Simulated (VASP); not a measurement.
Input of a VASP 6.6.1 run:

The input INCAR:

```
PREC     = Accurate       # precision mode
ENCUT    = 520            # plane-wave cutoff, eV
EDIFF    = 1E-7           # SCF threshold, eV
ISMEAR   = 0              # smearing method
SIGMA    = 0.05           # smearing width, eV
LREAL    = Auto         
LASPH    = True           # aspherical terms in the spheres
NELM     = 60             # most SCF steps
ALGO     = Normal         # electronic algorithm
ISIF     = 2              # what is computed and relaxed
LWAVE    = False          # write WAVECAR
LCHARG   = False          # write CHGCAR
GGA      = PE             # functional
NELECT   = 56.0         
NBANDS   = 42             # bands
```

Contents of KPOINTS:

```
Automatic mesh
0
Gamma
  4 4 4
```

File POSCAR:

```
Al8N7
1.0
    0.0000000000      4.0705261175     -4.0705261175
    4.0705261175      4.0705261175      0.0000000000
    4.0705261175      0.0000000000     -4.0705261175
Al N
8 7
Direct
    0.2500000000      0.7500000000      0.2500000000
    0.2500000000      0.2500000000      0.2500000000
    0.7500000000      0.7500000000      0.2500000000
    0.7500000000      0.2500000000      0.2500000000
    0.2500000000      0.7500000000      0.7500000000
    0.2500000000      0.2500000000      0.7500000000
    0.7500000000      0.7500000000      0.7500000000
    0.7500000000      0.2500000000      0.7500000000
    0.5614171222     -0.2489171222      0.0614171222
    1.0000000000      0.5000000000      0.0000000000
    1.0000000000      0.0000000000      0.0000000000
    0.5000000000      0.5000000000      0.5000000000
    0.5000000000      0.0000000000      0.5000000000
    1.0000000000      0.5000000000      0.5000000000
    1.0000000000      0.0000000000      0.5000000000
```

Potentials or basis: VASP PAW PBE potentials, release 64 (Al, N).

Run with:

```bash
$ cat potpaw_PBE.64/Al/POTCAR potpaw_PBE.64/N/POTCAR > POTCAR
$ mpirun -np 1 vasp_std > vasp.out
```

**Question.** Estimate the largest force.

**Answer.** 12.252 eV/Å.

Forces in eV/Å, atoms in the order of the input:
```
Al   7.326 -9.341  3.031
Al   2.302 -2.962  0.077
Al   0.186  0.186 -2.771
Al   0.157  0.157 -2.914
Al  -0.227 -0.227  3.023
Al  -0.055 -0.055  2.215
Al  -9.341  7.326  3.031
Al  -2.962  2.302  0.077
N    3.530  3.530 -0.107
N   -1.993  1.026 -3.365
N    0.205 -0.255  0.571
N    1.026 -1.993 -3.365
N   -0.255  0.205  0.571
N    0.061  0.061 -0.007
N    0.042  0.042 -0.068
```

Caveat: the cell carries a net charge on a neutralising background, which shifts energy and pressure; the cell differs from its parent crystal (atoms taken out, atom 9 moved 0.375 of the way to it and -0.500 Å across, host rigid).
